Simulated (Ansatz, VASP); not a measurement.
# Two plane-wave programs on Ru

```
CELL_PARAMETERS angstrom
2.74287 0.00000 0.00000
-1.37143 2.37539 0.00000
0.00000 0.00000 4.16694
ATOMIC_POSITIONS crystal
Ru 0.33333 0.66667 0.25000
Ru 0.66667 0.33333 0.75000
```

Alike in both runs: task single point; functional PBE; k mesh 24 × 24 × 12; occupations gaussian, width 0.15 eV; no spin polarisation.

|  | VASP | Ansatz |
| --- | --- | --- |
| version | VASP 6.6.1 | Ansatz 0.2.0 |
| potentials or method | VASP PAW PBE potentials, release 64 (Ru_pv), cutoff 520 eV | scalar-relativistic, plane waves, PAW |
| valence electrons in the cell | 28 | 32 |

```csv
,VASP,Ansatz,Ansatz less VASP
gap on the k mesh at the Fermi level (eV),none,none,-
pressure (GPa),5.6,5.6,+0.09
"traceless stress, the component that is largest in VASP (GPa)",11.58,11.57,-0.008
```

A gap of «none» marks a metal or a gap that the smearing closes. VASP's potentials hold 28 valence electrons a cell and Ansatz's 32, so a difference there can come from the potentials and not from the codes.
